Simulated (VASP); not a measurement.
# RbBr (Pm-3m) in VASP: settings compared

RbBr is run at these levels: LDA, PBEsol; tasks: single point.

Everything below comes from runs of VASP 6.6.1. Logs are shortened: lines on timing, memory, paths and dates and some standing lists are left out, and cuts for length are marked.

## Step 1: The cell of the first run

The structure is cubic, space group Pm-3m (No. 221). The conventional cell has a = 4.126 Å, b = 4.126 Å, c = 4.126 Å, α = 90.00°, β = 90.00°, γ = 90.00°. Within 4.7 Å of Rb (site symmetry m-3m) lie 8 Br at 3.57 Å and 6 Rb at 4.13 Å. Within 4.7 Å of Br (site symmetry m-3m) lie 8 Rb at 3.57 Å and 6 Br at 4.13 Å.

## Step 2: Single point, LDA

Contents of INCAR:

```
  PREC = Accurate
  ENCUT = 520
  EDIFF = 1E-6
  ISMEAR = 0
  SIGMA = 0.05
  LREAL = F
  LASPH = T
  NELM = 80
  ALGO = Normal
  ISIF = 2
  LWAVE = F
  LCHARG = F
  NELECT = 16.1
  NBANDS = 15
```

Contents of KPOINTS:

```
Automatic mesh
0
Gamma
  8 8 8
```

Contents of POSCAR:

```
RbBr
1.0
    4.1260773000      0.0000000000      0.0000000000
    0.0000000000      4.1260773000      0.0000000000
    0.0000000000      0.0000000000      4.1260773000
Rb Br
1 1
Direct
    0.0000000000      0.0000000000      0.0000000000
    0.5000000000      0.5000000000      0.5000000000
```

Potentials or basis: VASP PAW LDA potentials, release 64 (Rb_sv, Br).

Command:

```console
cat potpaw_LDA.64/Rb_sv/POTCAR potpaw_LDA.64/Br/POTCAR > POTCAR
mpirun -np 1 vasp_std > vasp.out
```

OUTCAR:

```text
PREC = Accurate
   ENCUT = 520
   EDIFF = 1E-6
   ISMEAR = 0
   LREAL = F
   LASPH = T
   NELM = 80
   ISIF = 2
   NELECT = 16.1

 ion  position               nearest neighbor table
   1  0.000  0.000  0.000-   2 3.57   2 3.57   2 3.57   2 3.57   2 3.57   2 3.57   2 3.57   2 3.57

   2  0.500  0.500  0.500-   1 3.57   1 3.57   1 3.57   1 3.57   1 3.57   1 3.57   1 3.57   1 3.57

  LATTYP: Found a simple cubic cell.
 ALAT       =     4.1260773000

  Lattice vectors:

 A1 = (   4.1260773000,   0.0000000000,   0.0000000000)
 A2 = (   0.0000000000,   4.1260773000,   0.0000000000)
 A3 = (   0.0000000000,   0.0000000000,   4.1260773000)

Analysis of symmetry for initial positions (statically):
=====================================================================
 Subroutine PRICEL returns:
 Original cell was already a primitive cell.

 Routine SETGRP: Setting up the symmetry group for a
 simple cubic supercell.

 Subroutine GETGRP returns: Found 48 space group operations
 (whereof 48 operations were pure point group operations)
 out of a pool of 48 trial point group operations.

The static configuration has the point symmetry O_h .

Analysis of symmetry for dynamics (positions and initial velocities):
=====================================================================
 Subroutine PRICEL returns:
 Original cell was already a primitive cell.

 Routine SETGRP: Setting up the symmetry group for a
 simple cubic supercell.

 Subroutine GETGRP returns: Found 48 space group operations
 (whereof 48 operations were pure point group operations)
 out of a pool of 48 trial point group operations.

The dynamic configuration has the point symmetry O_h .

 Subroutine INISYM returns: Found 48 space group operations
 (whereof 48 operations are pure point group operations),
 and found     1 'primitive' translations

----------------------------------------------------------------------------------------

                                     Primitive cell

  volume of cell :      70.2445

  direct lattice vectors                    reciprocal lattice vectors
     4.126077300  0.000000000  0.000000000     0.242360947  0.000000000  0.000000000
     0.000000000  4.126077300  0.000000000     0.000000000  0.242360947  0.000000000
     0.000000000  0.000000000  4.126077300     0.000000000  0.000000000  0.242360947

  length of vectors
     4.126077300  4.126077300  4.126077300     0.242360947  0.242360947  0.242360947

  position of ions in fractional coordinates (direct lattice)
     0.000000000  0.000000000  0.000000000
     0.500000000  0.500000000  0.500000000

  ion indices of the primitive-cell ions
   primitive index   ion index
                 1           1
                 2           2

----------------------------------------------------------------------------------------

 KPOINTS: Automatic mesh

Automatic generation of k-mesh.
 Grid dimensions read from file:
 generate k-points for:    8    8    8

 Generating k-lattice:

  Cartesian coordinates                     Fractional coordinates (reciprocal lattice)
     0.030295118  0.000000000  0.000000000     0.125000000  0.000000000  0.000000000
     0.000000000  0.030295118  0.000000000     0.000000000  0.125000000  0.000000000
     0.000000000  0.000000000  0.030295118     0.000000000  0.000000000  0.125000000

  Length of vectors
     0.030295118  0.030295118  0.030295118

  Shift w.r.t. Gamma in fractional coordinates (k-lattice)
     0.000000000  0.000000000  0.000000000

 Subroutine IBZKPT returns following result:
 ===========================================

 Found     35 irreducible k-points:

 Following reciprocal coordinates:
            Coordinates               Weight
  0.000000  0.000000  0.000000      1.000000
  0.125000  0.000000  0.000000      6.000000
  0.250000  0.000000  0.000000      6.000000
  0.375000  0.000000  0.000000      6.000000
  0.500000  0.000000  0.000000      3.000000
  0.125000  0.125000  0.000000     12.000000
[... 16 lines left out ...]
  0.375000  0.375000  0.125000     24.000000
  0.500000  0.375000  0.125000     24.000000
 [... further k-points ...]
   k-points           NKPTS =     35   k-points in BZ     NKDIM =     35   number of bands    NBANDS=     15
   number of dos      NEDOS =    301   number of ions     NIONS =      2
   total plane-waves  NPLWV =  32768
   dimension x,y,z NGX =    32 NGY =   32 NGZ =   32
   dimension x,y,z NGXF=    64 NGYF=   64 NGZF=   64
   ions per type =               1   1
   NGX,Y,Z   is equivalent  to a cutoff of  12.89, 12.89, 12.89 a.u.
   NGXF,Y,Z  is equivalent  to a cutoff of  25.79, 25.79, 25.79 a.u.
 SYSTEM =  unknown system
   PREC   = accura    normal or accurate (medium, high low for compatibility)
   ISTART =      0    job   : 0-new  1-cont  2-samecut
   ICHARG =      2    charge: 1-file 2-atom 10-const
   ISPIN  =      1    spin polarized calculation?
   LNONCOLLINEAR =      F non collinear calculations
   LSORBIT =      F    spin-orbit coupling
   LASPH  =      T    aspherical Exc in radial PAW
   ENCUT  =  520.0 eV  38.22 Ry    6.18 a.u.   7.67  7.67  7.67*2*pi/ulx,y,z
   NELM   =     80;   NELMIN=  2; NELMDL= -5     # of ELM steps
   EDIFF  = 0.1E-05   stopping-criterion for ELM
   LREAL  =      F    real-space projection
   EDIFFG = 0.1E-04   stopping-criterion for IOM
   NSW    =      0    number of steps for IOM
   IBRION =     -1    ionic relax: 0-MD 1-quasi-New 2-CG
   NFREE  =      0    steps in history (QN), initial steepest desc. (CG)
   ISIF   =      2    stress and relaxation
   ISYM   =      2    0-nonsym 1-usesym 2-fastsym
   POTIM  = 0.5000    time-step for ionic-motion
   TEBEG  =    0.0;   TEEND  =   0.0 temperature during run
   PSTRESS=    0.0 pullay stress
   NELECT =      16.1000    total number of electrons
   NUPDOWN=      -1.0000    fix difference up-down
   EMIN   =  10.00;   EMAX   =-10.00  energy-range for DOS
   EFERMI =   0.00;   METHOD = LEGACY
   ISMEAR =     0;   SIGMA  =   0.05  broadening in eV -4-tet -1-fermi 0-gaus
   EFERMI_NEDOS =   21; number of points for ismear=-14 and -15
   IALGO  =     38    algorithm
   IMIX   =      4    mixing-type and parameters
     AMIX     =   0.40;   BMIX     =  1.00
     AMIX_MAG =   1.60;   BMIX_MAG =  1.00
  volume/ion in A,a.u.               =      35.12       237.02
  Fermi-wavevector in a.u.,A,eV,Ry     =   1.001873  1.893266 13.656847  1.003750
  Thomas-Fermi vector in A             =   2.134324
   LORBIT       =      0    0 simple, 1 ext, 2 COOP (PROOUT), +10 PAW based schemes
   GGA     = CA    functional components
   LHFCALC =     F    Hartree Fock is set to
   AEXX    =    0.0000 exact exchange contribution
   IVDW    =     0    specifies the selected vdW correction
   LEPSILON=     F    determine dielectric tensor
   LRPA    =     F    only Hartree local field effects (RPA)
 non-spin polarized calculation
 Gauss-broadening in eV      SIGMA  =   0.05
  energy-cutoff  :      520.00
  volume of cell :       70.24
 maximum number of plane-waves:      1924
 NGX is ok and might be reduce to    32
   NGX = 15   NGY = 15   NGZ = 15

 number of electron      16.1000002 magnetization

 Free energy of the ion-electron system (eV)
  ---------------------------------------------------
  ext. energy  EPLUGINS =         0.00000000
  ---------------------------------------------------
  free energy    TOTEN  =        -6.31681270 eV

  energy without entropy =       -6.31652790  energy(sigma->0) =       -6.31667030

 E-fermi :   3.8661     XC(G=0):  -8.4602

 val. band max:        3.8330997953   @ k =   0.1250   0.1250   0.1250
 cond. band min:       4.0630348293   @ k =   0.5000   0.5000   0.0000
 fundamental gap:      0.2299350340
 Fermi energy:         3.8661425157

 k-point     1 :       0.0000    0.0000    0.0000
  band No.  band energies     occupation
      1     -25.8180      2.00000
      2     -13.5352      2.00000
      3      -9.8651      2.00000
      4      -9.8651      2.00000
      5      -9.8651      2.00000
      6      -1.0466      2.00000
      7      -1.0466      2.00000
      8      -1.0466      2.00000
      9       2.7618      2.00000
     10       4.3810      0.00000
     11       4.3810      0.00000
     12       8.9128      0.00000
     13       8.9128      0.00000
     14       8.9128      0.00000
     15      11.6403      0.00000

 k-point     2 :       0.1250    0.0000    0.0000
  band No.  band energies     occupation
      1     -25.8148      2.00000
      2     -13.5338      2.00000
      3      -9.8899      2.00000
      4      -9.8576      2.00000
      5      -9.8576      2.00000
      6      -1.3805      2.00000
      7      -1.0579      2.00000
      8      -1.0579      2.00000
      9       3.1747      2.00000
     10       4.4993      0.00000
     11       4.7365      0.00000
     12       8.8158      0.00000
     13       8.8158      0.00000
     14       9.0016      0.00000
     15      10.7541      0.00000

 k-point     3 :       0.2500    0.0000    0.0000
  band No.  band energies     occupation
      1     -25.8071      2.00000
      2     -13.5315      2.00000
      3      -9.9453      2.00000
      4      -9.8395      2.00000
      5      -9.8395      2.00000
      6      -2.0135      2.00000
      7      -1.0863      2.00000
      8      -1.0863      2.00000
      9       4.0924      0.00000
     10       4.8426      0.00000
     11       5.6077      0.00000
     12       8.6775      0.00000
     13       8.6775      0.00000
     14       9.2454      0.00000
     15       9.3515      0.00000

 k-point     4 :       0.3750    0.0000    0.0000
  band No.  band energies     occupation
      1     -25.7993      2.00000
      2     -13.5306      2.00000
      3      -9.9942      2.00000
      4      -9.8213      2.00000
      5      -9.8213      2.00000
      6      -2.5165      2.00000
      7      -1.1161      2.00000
      8      -1.1161      2.00000
      9       5.1543      0.00000
     10       5.3456      0.00000
     11       6.3742      0.00000
     12       8.1464      0.00000
     13       8.6909      0.00000
     14       8.6909      0.00000
     15       9.5528      0.00000
[... 307 lines left out ...]
 k-point    22 :       0.5000    0.2500    0.1250
  band No.  band energies     occupation
      1     -25.7832      2.00000
      2     -13.4180      2.00000
      3     -10.1075      2.00000
      4     -10.0044      2.00000
      5      -9.8501      2.00000
      6      -2.3109      2.00000
      7      -1.6287      2.00000
      8      -1.1879      2.00000
      9       5.1822      0.00000
     10       5.8130      0.00000
     11       6.5515      0.00000
     12       7.5476      0.00000
     13       8.1116      0.00000
     14       8.2803      0.00000
     15      10.4502      0.00000

 k-point    23 :       0.3750    0.3750    0.1250
  band No.  band energies     occupation
      1     -25.7791      2.00000
      2     -13.3769      2.00000
      3     -10.1391      2.00000
      4     -10.0895      2.00000
      5      -9.8410      2.00000
      6      -2.0541      2.00000
      7      -1.9107      2.00000
      8      -1.1807      2.00000
      9       4.7672      0.00000
     10       5.6681      0.00000
     11       6.9690      0.00000
     12       7.1388      0.00000
     13       8.2711      0.00000
     14       8.4533      0.00000
     15      10.4911      0.00000

 k-point    24 :       0.5000    0.3750    0.1250
  band No.  band energies     occupation
      1     -25.7762      2.00000
      2     -13.3532      2.00000
      3     -10.1619      2.00000
      4     -10.1338      2.00000
      5      -9.8348      2.00000
      6      -2.1041      2.00000
      7      -1.9102      2.00000
      8      -1.1599      2.00000
      9       4.5894      0.00000
     10       5.5953      0.00000
     11       6.8948      0.00000
     12       7.0562      0.00000
     13       8.5346      0.00000
     14       9.0413      0.00000
     15      10.6700      0.00000

 [... further k-points ...]

------------------------ aborting loop because EDIFF is reached ----------------------------------------

  FORCE on cell =-STRESS in cart. coord.  units (eV):
  Direction    XX          YY          ZZ          XY          YZ          ZX
  --------------------------------------------------------------------------------------
  -------------------------------------------------------------------------------------
  Total        0.0398269      0.0398269      0.0398269     -0.0000000      0.0000000      0.0000000
  in kB        0.9083967      0.9083967      0.9083967     -0.0000000      0.0000000      0.0000000
  external PRESSURE =       0.9083967 kB  Pullay stress =       0.0000000 kB

 VOLUME and BASIS-vectors are now :
 -----------------------------------------------------------------------------
  energy-cutoff  :      520.00
  volume of cell :       70.24
      direct lattice vectors                 reciprocal lattice vectors
     4.126077300  0.000000000  0.000000000     0.242360947  0.000000000  0.000000000
     0.000000000  4.126077300  0.000000000     0.000000000  0.242360947  0.000000000
     0.000000000  0.000000000  4.126077300     0.000000000  0.000000000  0.242360947

 POSITION                                       TOTAL-FORCE (eV/Angst)
 -----------------------------------------------------------------------------------
      0.00000      0.00000      0.00000         0.000000      0.000000      0.000000
      2.06304      2.06304      2.06304         0.000000      0.000000      0.000000
 -----------------------------------------------------------------------------------
    total drift:                                0.000000      0.000000     -0.000000

  FREE ENERGIE OF THE ION-ELECTRON SYSTEM (eV)
  ---------------------------------------------------
  free  energy   TOTEN  =        -6.3168127050 eV

  energy  without entropy=       -6.3165279008  energy(sigma->0) =       -6.31667030
```

Run time: 18 s. Hardware: 1 thread of Intel Xeon Platinum 8259CL at 2.50GHz (Skylake/Cascade Lake), shared host; peak memory 0.17 GiB.

What came out:

```
Free energy : -6.3168 eV
```

Caveat: the cell carries a net charge on a neutralising background, which shifts energy and pressure; the cell is charged against a uniform background, so pressure and absolute levels hang on convention.

(Part 1 of 2 ends here.)
